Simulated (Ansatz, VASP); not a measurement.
# Sc2Pb: VASP beside Ansatz

File INCAR:

```
SYSTEM = Sc2Pb
ALGO     = Fast           ! electronic algorithm
EDIFF    = 1E-7           ! SCF threshold, eV
ENCUT    = 520            ! plane-wave cutoff, eV
GGA      = PE             ! functional
ISIF     = 2              ! what is computed and relaxed
ISMEAR   = 0              ! smearing method
ISPIN    = 2              ! spin polarisation
LASPH    = .True.         ! aspherical terms in the spheres
LCHARG   = .False.        ! write CHGCAR
LMAXMIX  = 4              ! l up to which the mixer works
LORBIT   = 11             ! projections on sites
LREAL    = .False.        ! projectors in reciprocal space
LWAVE    = .False.        ! write WAVECAR
MAGMOM   = 1 1 0          ! initial moments
NBANDS   = 29             ! bands
NELM     = 150            ! most SCF steps
PREC     = Accurate       ! precision mode
SIGMA    = 0.1            ! smearing width, eV
```

KPOINTS

```
k-points
0
Gamma
  6 6 6
  0 0 0
```

File POSCAR:

```
Sc2Pb
1.0
    5.1228443887      0.0000000000      0.0000000000
   -2.5614221943      4.4365133802      0.0000000000
    0.0000000000      0.0000000000      3.1848126134
Sc Pb
2 1
Direct
    0.3333333333      0.6666666667      0.5000000000
    0.6666666667      0.3333333333      0.5000000000
    0.0000000000      0.0000000000      0.0000000000
```

Input for Ansatz:

```yaml
crystal:
  lattice:
    - [5.1228443887, 0.0, 0.0]
    - [-2.5614221943, 4.4365133802, 0.0]
    - [0.0, 0.0, 3.1848126134]
  atoms:
    - { symbol: Sc, position: [0.3333333333, 0.6666666667, 0.5], spin: 1.0 }
    - { symbol: Sc, position: [0.6666666667, 0.3333333333, 0.5], spin: 1.0 }
    - { symbol: Pb, position: [0.0, 0.0, 0.0] }
basis:
  ecutwfc: 420
kpoints:
  mp_grid: { grid: [6, 6, 6] }
hamiltonian:
  xc: pbe
scf:
  occupations: { method: gaussian, width: 0.1 }
  lower_state_search: "off"
output:
  forces: true
  stress: true
  eigenvalues: true
  populations: true
magnetization:
  spin_polarized: true
```

Alike in both runs: task single point; functional PBE; k mesh 6 × 6 × 6; occupations gaussian, width 0.1 eV; collinear spin.

|  | VASP | Ansatz |
| --- | --- | --- |
| version | VASP 6.6.1 | Ansatz 0.2.0 |
| potentials or method | VASP PAW PBE potentials, release 64 (Sc_sv, Pb_d), cutoff 520 eV | scalar-relativistic, plane waves, PAW |
| valence electrons in the cell | 36 | 36 |

|  | VASP | Ansatz | Ansatz less VASP |
| --- | --- | --- | --- |
| gap on the k mesh at the Fermi level (eV) | none | none | - |
| pressure (GPa) | 0.1 | 0.0 | -0.03 |
| traceless stress, the component that is largest in VASP (GPa) | -0.31 | -0.28 | +0.034 |
| net moment per atom (μB) | 0.38 | 0.39 | +0.004 |
| size of the moment on the site where the two differ most (μB) | 0.41 | 0.40 | -0.012 |

Site moments also hang on the region over which each program counts them. A gap of «none» marks a metal or a gap that the smearing closes.

Spin-orbit coupling is off throughout.
